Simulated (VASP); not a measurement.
A run of VASP 6.6.1:

File INCAR:

```
SYSTEM = Hf
PREC = Accurate
ENCUT = 520
EDIFF = 1E-6
ISMEAR = -1
SIGMA = 0.08
LREAL = .FALSE.
LASPH = .TRUE.
NELM = 100
ALGO = Normal
ISIF = 2
LWAVE = .FALSE.
LCHARG = .FALSE.
GGA = PS
NBANDS = 17
```

The input KPOINTS:

```
Automatic mesh
0
G
  14 14 8
  0 0 0
```

File POSCAR:

```
Hf
1.0
    2.5057625931      0.0000000000      0.0000000000
   -1.2528812966      2.1700540614      0.0000000000
    0.0000000000      0.0000000000      4.3713706201
Hf
2
Direct
    0.3333333333      0.6666666667      0.2500000000
    0.6666666667      0.3333333333      0.7500000000
```

Potentials or basis: VASP PAW PBE potentials, release 64 (Hf_pv).

Launch:

```console
$ cat potpaw_PBE.64/Hf_pv/POTCAR > POTCAR
$ mpirun -np 1 vasp_std > vasp.out
```

Hardware: 1 thread of AMD EPYC 9R45 96-Core Processor (Zen 5), on a shared host.

**Question.** Estimate the wall time of this run.

**Answer.** Wall time 22 s on 1 thread of AMD EPYC 9R45 96-Core Processor (Zen 5) (shared host), peak memory 0.14 GiB. Counts: scf iterations 11, k points 120.
